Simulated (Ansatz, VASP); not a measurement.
**ZnS in VASP and in Ansatz**

File INCAR:

```
ALGO = Normal ; EDIFF = 1E-6
ENCUT = 520 ; GGA = PS
ISIF = 2 ; ISMEAR = 0
LASPH = T ; LCHARG = F
LREAL = F ; LWAVE = F
NBANDS = 26 ; NELM = 80
PREC = Accurate ; SIGMA = 0.05
```

The input KPOINTS:

```
k-points
0
Gamma
  9 9 6
```

The input POSCAR:

```
ZnS
1.0
    3.5511457534      0.0000000000      0.0000000000
   -1.7755728767      3.0753824350      0.0000000000
    0.0000000000      0.0000000000      6.1953288814
Zn S
2 2
Direct
    0.3333333333      0.6666666667      0.0054424479
    0.6666666667      0.3333333333      0.5054424479
    0.3333333333      0.6666666667      0.3795575521
    0.6666666667      0.3333333333      0.8795575521
```

Input for Ansatz:

```yaml
crystal:
  lattice:
    - [3.5511457534, 0.0, 0.0]
    - [-1.7755728767, 3.075382435, 0.0]
    - [0.0, 0.0, 6.1953288814]
  atoms:
    - { symbol: Zn, position: [0.3333333333, 0.6666666667, 0.0054424479] }
    - { symbol: Zn, position: [0.6666666667, 0.3333333333, 0.5054424479] }
    - { symbol: S, position: [0.3333333333, 0.6666666667, 0.3795575521] }
    - { symbol: S, position: [0.6666666667, 0.3333333333, 0.8795575521] }
basis:
  ecutwfc: 520.0
kpoints:
  mp_grid: { grid: [9, 9, 6] }
hamiltonian:
  xc: pbesol
  pseudopotentials: { kind: paw }
scf:
  occupations: { method: gaussian, width: 0.05 }
output:
  forces: true
  stress: true
  eigenvalues: true
```

Alike in both runs: task single point; functional PBEsol; k mesh 9 × 9 × 6; occupations gaussian, width 0.05 eV; no spin polarisation.

|  | VASP | Ansatz |
| --- | --- | --- |
| version | VASP 6.6.1 | Ansatz 0.2.0 |
| potentials or method | VASP PAW PBE potentials, release 64 (Zn, S), cutoff 520 eV | scalar-relativistic, plane waves, PAW |
| valence electrons in the cell | 36 | 36 |

|  | VASP | Ansatz | Ansatz less VASP |
| --- | --- | --- | --- |
| gap on the k mesh at the Fermi level (eV) | 2.45 | 2.43 | -0.015 |
| least direct gap on the mesh (eV) | 2.45 | 2.43 | -0.015 |
| pressure (GPa) | 14.2 | 13.9 | -0.30 |
| traceless stress, the component that is largest in VASP (GPa) | -8.70 | -8.68 | +0.018 |
| rms of the force components (eV/Å) | 0.427 | 0.424 | -0.0031 |

VASP's potentials were made for PBE, not for PBEsol. Atom by atom the forces differ by 0.003 eV/Å (rms over components). With one functional, cell and mesh, what is left measures potentials, basis and numerics.
